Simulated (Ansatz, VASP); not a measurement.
**One calculation of RbBr, two programs**

File INCAR:

```
SYSTEM = RbBr
ALGO = Normal ; EDIFF = 1E-6
ENCUT = 520 ; GGA = PE
ISIF = 2 ; ISMEAR = 0
LASPH = .True. ; LCHARG = .False.
LREAL = .False. ; LWAVE = .False.
NBANDS = 15 ; NELM = 100
PREC = Accurate ; SIGMA = 0.05
```

The input KPOINTS:

```
k-points
0
Gamma
  6 6 6
  0 0 0
```

POSCAR

```
RbBr
1.0
    4.1929021031      0.0000000000      0.0000000000
    0.0000000000      4.1929021031      0.0000000000
    0.0000000000      0.0000000000      4.1929021031
Rb Br
1 1
Direct
   -0.0925781756      0.0000000000      0.0000000000
    0.5990244918      0.5000000000      0.5000000000
```

Input for Ansatz:

```yaml
crystal:
  lattice:
    - [4.1929021031, 0.0, 0.0]
    - [0.0, 4.1929021031, 0.0]
    - [0.0, 0.0, 4.1929021031]
  atoms:
    - { symbol: Rb, position: [-0.0925781756, 0.0, 0.0] }
    - { symbol: Br, position: [0.5990244918, 0.5, 0.5] }
basis:
  ecutwfc: 420
kpoints:
  mp_grid: { grid: [6, 6, 6] }
hamiltonian:
  xc: pbe
  pseudopotentials: { kind: paw }
scf:
  occupations: { method: gaussian, width: 0.05 }
output:
  forces: true
  stress: true
  eigenvalues: true
  write_density: true
  write_potential: true
  elf: true
  volumetric_format: npy
```

Change from the starting cell: mode 4 frozen in at -0.415 Å, equal normal strain along x and y +0.0000.

Alike in both runs: task single point; functional PBE; k mesh 6 × 6 × 6; occupations gaussian, width 0.05 eV; no spin polarisation.

```csv
,VASP,Ansatz
version,VASP 6.6.1,Ansatz 0.2.0
potentials or method,"VASP PAW PBE potentials, release 64 (Rb_sv, Br), cutoff 520 eV","scalar-relativistic, plane waves, PAW"
valence electrons in the cell,16,16
```

Ansatz gave:

```
gap on the k mesh at the Fermi level (eV)                     : 3.99
least direct gap on the mesh (eV)                             : 4.17
pressure (GPa)                                                : 2.5
traceless stress, the component that is largest in VASP (GPa) : -1.02
rms of the force components (eV/Å)                            : 0.312
```

Estimate VASP's values.

gap on the k mesh at the Fermi level (eV): 3.98; least direct gap on the mesh (eV): 4.17; pressure (GPa): 2.6; traceless stress, the component that is largest in VASP (GPa): -1.04; rms of the force components (eV/Å): 0.317.

Atom by atom the forces differ by 0.004 eV/Å (rms over components).
